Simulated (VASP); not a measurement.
A run of VASP 6.6.1:

The input INCAR:

```
PREC     = Accurate       # precision mode
ENCUT    = 520            # plane-wave cutoff, eV
EDIFF    = 1E-6           # SCF threshold, eV
ISMEAR   = 1              # smearing method
SIGMA    = 0.153          # smearing width, eV
LREAL    = F              # projectors in reciprocal space
LASPH    = T              # aspherical terms in the spheres
NELM     = 60             # most SCF steps
ALGO     = Normal         # electronic algorithm
ISIF     = 2              # what is computed and relaxed
LWAVE    = F              # write WAVECAR
LCHARG   = T              # write CHGCAR
GGA      = PS             # functional
LELF     = T              # ELF
LVHAR    = T            
NBANDS   = 35             # bands
```

KPOINTS

```
regular mesh
0
Gamma
  12 12 4
```

POSCAR

```
MoS2
1.0
    3.2626196775      0.0000000000      0.0000000000
   -1.6313098388      2.8255115236      0.0000000000
    0.0000000000      0.0000000000     13.0543030620
Mo S
2 4
Direct
    0.3333333333      0.6666666667      0.2500000000
    0.6666666667      0.3333333333      0.7500000000
    0.3333333333      0.6666666667      0.6259932117
    0.6666666667      0.3333333333      0.1259932117
    0.3333333333      0.6666666667      0.8740067883
    0.6666666667      0.3333333333      0.3740067883
```

Potentials or basis: VASP PAW PBE potentials, release 64 (Mo_sv, S).

Command:

```bash
$ cat potpaw_PBE.64/Mo_sv/POTCAR potpaw_PBE.64/S/POTCAR > POTCAR
$ mpirun -np 1 vasp_std > vasp.out
```

Hardware: 1 thread of Intel(R) Xeon(R) Platinum 8259CL CPU @ 2.50GHz (Skylake/Cascade Lake), with other jobs on the host.

**Question.** Estimate the wall time of this run.

**Answer.** Wall time 2.7 min on 1 thread of Intel(R) Xeon(R) Platinum 8259CL CPU @ 2.50GHz (Skylake/Cascade Lake), on a shared host, peak memory 0.34 GiB. Counts: scf iterations 16, k points 57.
